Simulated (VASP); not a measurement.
Input of a VASP 6.6.1 run:

Contents of POSCAR:

```
LiBr
1.0
    0.0000000000      2.7395485849      2.7395485849
    2.7395485849      0.0000000000      2.7395485849
    2.7395485849      2.7395485849      0.0000000000
Li Br
1 1
Direct
    0.0000000000      0.0000000000      0.0000000000
    0.5000000000      0.5000000000      0.5000000000
```

The input INCAR.step1:

```
  ALGO = Normal
  EDIFF = 1E-5
  ENCUT = 650
  GGA = PE
  GGA_COMPAT = False
  ISIF = 2
  ISMEAR = 0
  LASPH = True
  LCHARG = False
  LREAL = False
  LWAVE = True
  NBANDS = 12
  NELM = 120
  PREC = Accurate
  SIGMA = 0.01
```

Contents of INCAR.step2:

```
  AEXX = 0.25
  ALGO = Normal
  EDIFF = 1E-6
  ENCUT = 650
  GGA = PE
  GGA_COMPAT = False
  ISIF = 2
  ISMEAR = 0
  ISTART = 1
  LASPH = True
  LCHARG = False
  LHFCALC = True
  LREAL = False
  LWAVE = False
  NBANDS = 12
  NELM = 120
  PREC = Accurate
  PRECFOCK = Normal
  SIGMA = 0.01
```

Contents of KPOINTS:

```
k-points
0
Gamma
  6 6 6
```

Potentials or basis: VASP PAW PBE potentials, release 64 (Li_sv, Br).

The run is started by

```bash
$ cat potpaw_PBE.64/Li_sv/POTCAR potpaw_PBE.64/Br/POTCAR > POTCAR
$ cp INCAR.step1 INCAR
$ mpirun -np 1 vasp_std > vasp.out
$ cp INCAR.step2 INCAR
$ mpirun -np 1 vasp_std > vasp.out
```

Question: What does it give for the band gap on the k mesh?

Answer: 6.91 eV.

Question: Estimate the pressure.

Answer: -0.3 GPa.

Caveat: the PAW data sets were made with another functional, which shifts forces and pressure a little.
